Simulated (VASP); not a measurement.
**Co: single point with PBEsol**

The system is Co.

```xyz
1
Lattice="2.3258 0.0000 0.0000 0.0000 2.3258 0.0000 0.0000 0.0000 2.3258" Properties=species:S:1:pos:R:3 pbc="T T T"
Co    0.0000    0.0000    0.0000
```

This cell differs from its parent crystal: volume scaled by 1.04.

```yaml
Program: VASP 6.6.1
Task: single point
Functional: PBEsol
Potentials_or_basis: VASP PAW PBE potentials, release 64 (Co)
Cutoff: 520 eV
k_mesh: 15 × 15 × 15
Occupations: fermi-dirac, width 0.05 eV
Spin: collinear spin, ferromagnetic start
Starting_moments: "[1.754] μB"
```

```yaml
Pressure: -6.4 GPa
Net_moment: 1.81 μB per cell
Site_moments: Co +1.81 μB
Valence_electrons_inside_the_program's_atomic_spheres: Co 8.19
```

Levels at points of the mesh, in eV from the Fermi level:
Spin up:
```
           k point  band 1  band 2  band 3  band 4  band 5  band 6  band 7  band 8  band 9  band 10
(0.00, 0.00, 0.00)   -8.35   -4.35   -4.35   -1.03   -1.03   -1.03   19.03   19.03   19.03    22.94
```
Spin down:
| k point | band 1 | band 2 | band 3 | band 4 | band 5 | band 6 | band 7 |
| --- | --- | --- | --- | --- | --- | --- | --- |
| (0.00, 0.00, 0.00) | -8.15 | -3.03 | -3.03 | 1.18 | 1.18 | 1.18 | 19.41 |

Wall time 57 s on 1 thread of Intel Xeon 8259CL, on a shared host, peak memory 0.15 GiB.

Caveat: the PAW data sets were made with another functional, which shifts forces and pressure a little.
